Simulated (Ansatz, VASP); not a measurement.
# Two plane-wave programs on ZnSe

Contents of INCAR:

```
SYSTEM = ZnSe
  PREC = Accurate
  ENCUT = 520
  EDIFF = 1E-6
  ISMEAR = -1
  SIGMA = 0.05
  LREAL = .FALSE.
  LASPH = .TRUE.
  NELM = 80
  ALGO = Normal
  ISIF = 2
  LWAVE = .FALSE.
  LCHARG = .FALSE.
  GGA = PE
  NBANDS = 26
```

The input KPOINTS:

```
Automatic mesh
0
G
  7 7 5
  0 0 0
```

POSCAR

```
ZnSe
1.0
    4.0801326995      0.0000000000      0.0000000000
    0.0000000000      4.0801326995      0.0000000000
    0.0000000000      0.0000000000      6.0296081684
Se Zn
2 2
Direct
    0.5000000000      0.0000000000      0.7537200000
    0.0000000000      0.5000000000      0.2462800000
    0.5000000000      0.5000000000      0.0000000000
    0.0000000000      0.0000000000      0.0000000000
```

input.yaml

```yaml
crystal:
  lattice:
    - [4.0801326995, 0.0, 0.0]
    - [0.0, 4.0801326995, 0.0]
    - [0.0, 0.0, 6.0296081684]
  atoms:
    - { symbol: Se, position: [0.5, 0.0, 0.75372] }
    - { symbol: Se, position: [0.0, 0.5, 0.24628] }
    - { symbol: Zn, position: [0.5, 0.5, 0.0] }
    - { symbol: Zn, position: [0.0, 0.0, 0.0] }
hamiltonian:
  xc: pbe
  pseudopotentials: { kind: paw }
kpoints:
  mp_grid: { grid: [7, 7, 5] }
scf:
  occupations: { method: fermi_dirac, width: 0.05 }
output:
  forces: true
  stress: true
  eigenvalues: true
```

Alike in both runs: task single point; functional PBE; k mesh 7 × 7 × 5; occupations fermi-dirac, width 0.05 eV; no spin polarisation.

|  | VASP | Ansatz |
| --- | --- | --- |
| version | VASP 6.6.1 | Ansatz 0.2.0 |
| potentials or method | VASP PAW PBE potentials, release 64 (Se, Zn) | Ansatz PAW |
| plane-wave cutoff (eV) | 520 | 420 |
| valence electrons in the cell | 36 | 56 |

Ansatz gave:

* gap on the k mesh at the Fermi level (eV): 1.98
* least direct gap on the mesh (eV): 1.98
* pressure (GPa): 0.9
* rms of the force components (eV/Å): 0.045

Question: What did VASP give for the same quantities?

Answer: gap on the k mesh at the Fermi level (eV): 1.98; least direct gap on the mesh (eV): 1.98; pressure (GPa): 1.1; rms of the force components (eV/Å): 0.062.

Atom by atom the forces differ by 0.017 eV/Å (rms over components). With one functional, cell and mesh, what is left measures potentials, basis and numerics. VASP's potentials hold 36 valence electrons a cell and Ansatz's 56, so a difference there can come from the potentials and not from the codes.

Noted on Ansatz's run: odd divisions of the mesh miss points on the zone boundary, where band edges often lie, so the gap on the mesh can be too wide.
